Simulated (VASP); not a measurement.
# CdTe (F-43m) in VASP: further runs

CdTe is run at these levels: r2SCAN; tasks: single point, relaxation of cell and atoms.

Everything below comes from runs of VASP 6.6.1. Logs are shortened: lines on timing, memory, paths and dates and some standing lists are left out, and cuts for length are marked.

## Step 1: The cell of the first run

It takes space group F-43m (No. 216, cubic). Conventional cell: a = 6.564 Å, b = 6.564 Å, c = 6.564 Å, α = 90.00°, β = 90.00°, γ = 90.00°. Within 3.7 Å of Cd (site symmetry -43m) lie 4 Te at 2.84 Å. Within 3.7 Å of Te (site symmetry -43m) lie 4 Cd at 2.84 Å.

## Step 2: Single point, r2SCAN

Contents of POSCAR:

```
CdTe
1.0
    0.0000000000      3.2821135562      3.2821135562
    3.2821135562      0.0000000000      3.2821135562
    3.2821135562      3.2821135562      0.0000000000
Cd Te
1 1
Direct
    0.0000000000      0.0000000000      0.0000000000
    0.2500000000      0.2500000000      0.2500000000
```

Contents of INCAR.step1:

```
SYSTEM = CdTe
  PREC = Accurate
  ENCUT = 520
  ISMEAR = 0
  SIGMA = 0.1
  LREAL = .FALSE.
  LASPH = .TRUE.
  NELM = 100
  NBANDS = 16
  GGA = PE
  ALGO = Normal
  EDIFF = 1E-4
  LWAVE = .TRUE.
  LCHARG = .FALSE.
```

Contents of INCAR.step2:

```
SYSTEM = CdTe
  PREC = Accurate
  ENCUT = 520
  EDIFF = 1E-6
  ISMEAR = 0
  SIGMA = 0.1
  LREAL = .FALSE.
  LASPH = .TRUE.
  NELM = 100
  ALGO = Normal
  ISIF = 2
  LWAVE = .FALSE.
  LCHARG = .TRUE.
  METAGGA = R2SCAN
  LMIXTAU = .TRUE.
  LELF = .TRUE.
  LVHAR = .TRUE.
  NBANDS = 16
  ISTART = 1
```

Contents of KPOINTS:

```
regular mesh
0
G
  6 6 6
  0 0 0
```

Potentials or basis: VASP PAW PBE potentials, release 64 (Cd, Te).

Launch:

```
$ cat potpaw_PBE.64/Cd/POTCAR potpaw_PBE.64/Te/POTCAR > POTCAR
$ cp INCAR.step1 INCAR
$ mpirun -np 1 vasp_std > vasp.out
$ cp INCAR.step2 INCAR
$ mpirun -np 1 vasp_std > vasp.out
```

OUTCAR:

```text
SYSTEM = CdTe
   PREC = Accurate
   ENCUT = 520
   EDIFF = 1E-6
   ISMEAR = 0
   LREAL = .FALSE.
   LASPH = .TRUE.
   NELM = 100
   ISIF = 2
   METAGGA = R2SCAN
   ISTART = 1

 ion  position               nearest neighbor table
   1  0.000  0.000  0.000-   2 2.84   2 2.84   2 2.84   2 2.84
   2  0.250  0.250  0.250-   1 2.84   1 2.84   1 2.84   1 2.84

  LATTYP: Found a face centered cubic cell.
 ALAT       =     6.5642271124

  Lattice vectors:

 A1 = (   0.0000000000,   3.2821135562,   3.2821135562)
 A2 = (   3.2821135562,   0.0000000000,   3.2821135562)
 A3 = (   3.2821135562,   3.2821135562,   0.0000000000)

Analysis of symmetry for initial positions (statically):
=====================================================================
 Subroutine PRICEL returns:
 Original cell was already a primitive cell.

 Routine SETGRP: Setting up the symmetry group for a
 face centered cubic supercell.

 Subroutine GETGRP returns: Found 24 space group operations
 (whereof 24 operations were pure point group operations)
 out of a pool of 48 trial point group operations.

The static configuration has the point symmetry T_d .

Analysis of symmetry for dynamics (positions and initial velocities):
=====================================================================
 Subroutine PRICEL returns:
 Original cell was already a primitive cell.

 Routine SETGRP: Setting up the symmetry group for a
 face centered cubic supercell.

 Subroutine GETGRP returns: Found 24 space group operations
 (whereof 24 operations were pure point group operations)
 out of a pool of 48 trial point group operations.

The dynamic configuration has the point symmetry T_d .

 Subroutine INISYM returns: Found 24 space group operations
 (whereof 24 operations are pure point group operations),
 and found     1 'primitive' translations

----------------------------------------------------------------------------------------

                                     Primitive cell

  volume of cell :      70.7116

  direct lattice vectors                    reciprocal lattice vectors
     0.000000000  3.282113556  3.282113556    -0.152340859  0.152340859  0.152340859
     3.282113556  0.000000000  3.282113556     0.152340859 -0.152340859  0.152340859
     3.282113556  3.282113556  0.000000000     0.152340859  0.152340859 -0.152340859

  length of vectors
     4.641609504  4.641609504  4.641609504     0.263862109  0.263862109  0.263862109

  position of ions in fractional coordinates (direct lattice)
     0.000000000  0.000000000  0.000000000
     0.250000000  0.250000000  0.250000000

  ion indices of the primitive-cell ions
   primitive index   ion index
                 1           1
                 2           2

----------------------------------------------------------------------------------------

 KPOINTS: regular mesh

Automatic generation of k-mesh.
 Grid dimensions read from file:
 generate k-points for:    6    6    6

 Generating k-lattice:

  Cartesian coordinates                     Fractional coordinates (reciprocal lattice)
    -0.025390143  0.025390143  0.025390143     0.166666667  0.000000000  0.000000000
     0.025390143 -0.025390143  0.025390143     0.000000000  0.166666667  0.000000000
     0.025390143  0.025390143 -0.025390143     0.000000000  0.000000000  0.166666667

  Length of vectors
     0.043977018  0.043977018  0.043977018

  Shift w.r.t. Gamma in fractional coordinates (k-lattice)
     0.000000000  0.000000000  0.000000000

 Subroutine IBZKPT returns following result:
 ===========================================

 Found     16 irreducible k-points:

 Following reciprocal coordinates:
            Coordinates               Weight
  0.000000  0.000000  0.000000      1.000000
  0.166667  0.000000  0.000000      8.000000
  0.333333  0.000000  0.000000      8.000000
  0.500000  0.000000  0.000000      4.000000
  0.166667  0.166667  0.000000      6.000000
  0.333333  0.166667  0.000000     24.000000
[... 8 lines left out ...]
 -0.333333  0.333333  0.166667     24.000000
 -0.333333  0.500000  0.166667     12.000000
   k-points           NKPTS =     16   k-points in BZ     NKDIM =     16   number of bands    NBANDS=     16
   number of dos      NEDOS =    301   number of ions     NIONS =      2
   total plane-waves  NPLWV =  46656
   dimension x,y,z NGX =    36 NGY =   36 NGZ =   36
   dimension x,y,z NGXF=    72 NGYF=   72 NGZF=   72
   ions per type =               1   1
   NGX,Y,Z   is equivalent  to a cutoff of  12.89, 12.89, 12.89 a.u.
   NGXF,Y,Z  is equivalent  to a cutoff of  25.79, 25.79, 25.79 a.u.
 SYSTEM =  CdTe
   PREC   = accura    normal or accurate (medium, high low for compatibility)
   ISTART =      1    job   : 0-new  1-cont  2-samecut
   ICHARG =      0    charge: 1-file 2-atom 10-const
   ISPIN  =      1    spin polarized calculation?
   LNONCOLLINEAR =      F non collinear calculations
   LSORBIT =      F    spin-orbit coupling
   LASPH  =      T    aspherical Exc in radial PAW
   ENCUT  =  520.0 eV  38.22 Ry    6.18 a.u.   8.63  8.63  8.63*2*pi/ulx,y,z
   NELM   =    100;   NELMIN=  2; NELMDL=  0     # of ELM steps
   EDIFF  = 0.1E-05   stopping-criterion for ELM
   LREAL  =      F    real-space projection
   EDIFFG = 0.1E-04   stopping-criterion for IOM
   NSW    =      0    number of steps for IOM
   IBRION =     -1    ionic relax: 0-MD 1-quasi-New 2-CG
   NFREE  =      0    steps in history (QN), initial steepest desc. (CG)
   ISIF   =      2    stress and relaxation
   ISYM   =      2    0-nonsym 1-usesym 2-fastsym
   POTIM  = 0.5000    time-step for ionic-motion
   TEBEG  =    0.0;   TEEND  =   0.0 temperature during run
   PSTRESS=    0.0 pullay stress
   NELECT =      18.0000    total number of electrons
   NUPDOWN=      -1.0000    fix difference up-down
   EMIN   =  10.00;   EMAX   =-10.00  energy-range for DOS
   EFERMI =   0.00;   METHOD = LEGACY
   ISMEAR =     0;   SIGMA  =   0.10  broadening in eV -4-tet -1-fermi 0-gaus
   EFERMI_NEDOS =   21; number of points for ismear=-14 and -15
   IALGO  =     38    algorithm
   IMIX   =      4    mixing-type and parameters
     AMIX     =   0.40;   BMIX     =  1.00
     AMIX_MAG =   1.60;   BMIX_MAG =  1.00
  volume/ion in A,a.u.               =      35.36       238.59
  Fermi-wavevector in a.u.,A,eV,Ry     =   1.037533  1.960654 14.646338  1.076475
  Thomas-Fermi vector in A             =   2.171976
   LORBIT       =      0    0 simple, 1 ext, 2 COOP (PROOUT), +10 PAW based schemes
   METAGGA = R2SCAN    functional components
   LHFCALC =     F    Hartree Fock is set to
   AEXX    =    0.0000 exact exchange contribution
   IVDW    =     0    specifies the selected vdW correction
   LEPSILON=     F    determine dielectric tensor
   LRPA    =     F    only Hartree local field effects (RPA)
 non-spin polarized calculation
 Gauss-broadening in eV      SIGMA  =   0.10
  energy-cutoff  :      520.00
  volume of cell :       70.71
 maximum number of plane-waves:      1932
 NGX is ok and might be reduce to    36
   NGX = 17   NGY = 17   NGZ = 17

 number of electron      18.0000006 magnetization

 Free energy of the ion-electron system (eV)
  ---------------------------------------------------
  ext. energy  EPLUGINS =         0.00000000
  ---------------------------------------------------
  free energy    TOTEN  =       -46.64141008 eV

  energy without entropy =      -46.64141008  energy(sigma->0) =      -46.64141008

 E-fermi :   2.1784     XC(G=0):  -8.9263

 val. band max:        1.7601506704   @ k =   0.0000   0.0000   0.0000
 cond. band min:       2.9074606685   @ k =   0.0000   0.0000   0.0000
 fundamental gap:      1.1473099981
 Fermi energy:         2.1784323711

 k-point     1 :       0.0000    0.0000    0.0000
  band No.  band energies     occupation
      1      -9.5464      2.00000
      2      -6.6802      2.00000
      3      -6.6802      2.00000
      4      -6.6802      2.00000
      5      -6.4252      2.00000
      6      -6.4252      2.00000
[... 8 lines left out ...]
     15      11.5225      0.00000
     16      11.5225      0.00000

 k-point     2 :       0.1667    0.0000    0.0000
  band No.  band energies     occupation
      1      -9.4521      2.00000
      2      -6.6625      2.00000
      3      -6.6625      2.00000
      4      -6.5935      2.00000
      5      -6.4260      2.00000
      6      -6.4260      2.00000
[... 8 lines left out ...]
     15      10.6577      0.00000
     16      10.6577      0.00000

 k-point     3 :       0.3333    0.0000    0.0000
  band No.  band energies     occupation
      1      -9.2647      2.00000
      2      -6.6314      2.00000
      3      -6.6314      2.00000
      4      -6.4223      2.00000
      5      -6.4223      2.00000
      6      -6.3157      2.00000
[... 8 lines left out ...]
     15      11.0856      0.00000
     16      11.0856      0.00000

 k-point     4 :       0.5000    0.0000    0.0000
  band No.  band energies     occupation
      1      -9.1736      2.00000
      2      -6.6189      2.00000
      3      -6.6189      2.00000
      4      -6.4170      2.00000
      5      -6.4169      2.00000
      6      -6.0810      2.00000
[... 8 lines left out ...]
     15      12.5541      0.00000
     16      12.5541      0.00000
[... 172 lines left out ...]
 k-point    14 :       0.5000    0.3333    0.1667
  band No.  band energies     occupation
      1      -9.1470      2.00000
      2      -6.5884      2.00000
      3      -6.5804      2.00000
      4      -6.4616      2.00000
      5      -6.4129      2.00000
      6      -6.1091      2.00000
[... 8 lines left out ...]
     15      12.5343      0.00000
     16      13.6472      0.00000

 k-point    15 :      -0.3333    0.3333    0.1667
  band No.  band energies     occupation
      1      -9.0899      2.00000
      2      -6.5792      2.00000
      3      -6.5672      2.00000
      4      -6.4471      2.00000
      5      -6.4214      2.00000
      6      -5.9342      2.00000
[... 8 lines left out ...]
     15      12.7418      0.00000
     16      13.4078      0.00000

 k-point    16 :      -0.3333    0.5000    0.1667
  band No.  band energies     occupation
      1      -9.0620      2.00000
      2      -6.5537      2.00000
      3      -6.5511      2.00000
      4      -6.4694      2.00000
      5      -6.4123      2.00000
      6      -5.8876      2.00000
[... 8 lines left out ...]
     15      13.2391      0.00000
     16      13.6416      0.00000

------------------------ aborting loop because EDIFF is reached ----------------------------------------

  FORCE on cell =-STRESS in cart. coord.  units (eV):
  Direction    XX          YY          ZZ          XY          YZ          ZX
  --------------------------------------------------------------------------------------
  -------------------------------------------------------------------------------------
  Total        0.0014558      0.0014558      0.0014558      0.0000000      0.0000000      0.0000000
  in kB        0.0329859      0.0329859      0.0329859      0.0000000      0.0000000      0.0000000
  external PRESSURE =       0.0329859 kB  Pullay stress =       0.0000000 kB

 VOLUME and BASIS-vectors are now :
 -----------------------------------------------------------------------------
  energy-cutoff  :      520.00
  volume of cell :       70.71
      direct lattice vectors                 reciprocal lattice vectors
     0.000000000  3.282113556  3.282113556    -0.152340859  0.152340859  0.152340859
     3.282113556  0.000000000  3.282113556     0.152340859 -0.152340859  0.152340859
     3.282113556  3.282113556  0.000000000     0.152340859  0.152340859 -0.152340859

 POSITION                                       TOTAL-FORCE (eV/Angst)
 -----------------------------------------------------------------------------------
      0.00000      0.00000      0.00000         0.000000      0.000000      0.000000
      1.64106      1.64106      1.64106        -0.000000     -0.000000     -0.000000
 -----------------------------------------------------------------------------------
    total drift:                               -0.000001     -0.000001     -0.000001

  FREE ENERGIE OF THE ION-ELECTRON SYSTEM (eV)
  ---------------------------------------------------
  free  energy   TOTEN  =       -46.6414100757 eV

  energy  without entropy=      -46.6414100756  energy(sigma->0) =      -46.64141008
```

It took 2.2 min on 1 thread of AMD EPYC 7R13 (Zen 3), shared host; peak memory 0.19 GiB.

Results:

```yaml
Free_energy: -46.6414 eV
Pressure: 0.0 GPa
Band_gap_on_the_k_mesh: 1.15 eV, direct
```

Levels at points of the mesh, in eV from the valence-band top:
| k point | band 5 | band 6 | band 7 | band 8 | band 9 | band 10 | band 11 | band 12 | band 13 | band 14 |
| --- | --- | --- | --- | --- | --- | --- | --- | --- | --- | --- |
| (0.00, 0.00, 0.00) | -8.19 | -8.19 | 0.00 | 0.00 | 0.00 | 1.15 | 5.05 | 5.05 | 5.05 | 7.86 |
| (0.50, 0.00, 0.00) | -8.18 | -7.84 | -4.28 | -0.73 | -0.73 | 2.19 | 5.60 | 5.60 | 7.38 | 9.08 |
| (0.50, 0.50, 0.00) | -8.16 | -7.70 | -4.17 | -1.78 | -1.78 | 2.96 | 2.99 | 9.24 | 9.62 | 9.62 |

Caveat: the PAW data sets were made with another functional, which shifts forces and pressure a little; spin-orbit coupling is left out, which moves the levels of the heavy elements.

(Continued in part 2 of 2.)
